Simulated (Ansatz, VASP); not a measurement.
**B2Se: VASP beside Ansatz**

```
B Se
1.0
     1.36504   -2.89284    0.00000
     1.36504    2.89284    0.00000
     0.00000    0.00000    4.44595
B Se
2 1
Direct
  0.84909 0.15091 0.00000
  0.15091 0.84909 0.00000
  0.00000 0.00000 0.50000
```

Alike in both runs: functional PBE; k mesh 8 × 8 × 4; occupations gaussian, width 0.1 eV; no spin polarisation.

Ansatz relaxed the structure, and its values are those at the end. VASP's run is a single point on that final structure, the one shown.

|  | VASP | Ansatz |
| --- | --- | --- |
| version | VASP 6.6.1 | Ansatz 0.2.0 |
| potentials or method | VASP PAW PBE potentials, release 64 (B, Se), cutoff 520 eV | scalar-relativistic, plane waves, PAW |
| valence electrons in the cell | 12 | 22 |

|  | VASP | Ansatz | Ansatz less VASP |
| --- | --- | --- | --- |
| gap on the k mesh at the Fermi level (eV) | none | none | - |
| pressure (GPa) | 0.1 | 0.0 | -0.05 |

A gap of «none» marks a metal or a gap that the smearing closes. VASP's potentials hold 12 valence electrons a cell and Ansatz's 22, so a difference there can come from the potentials and not from the codes.
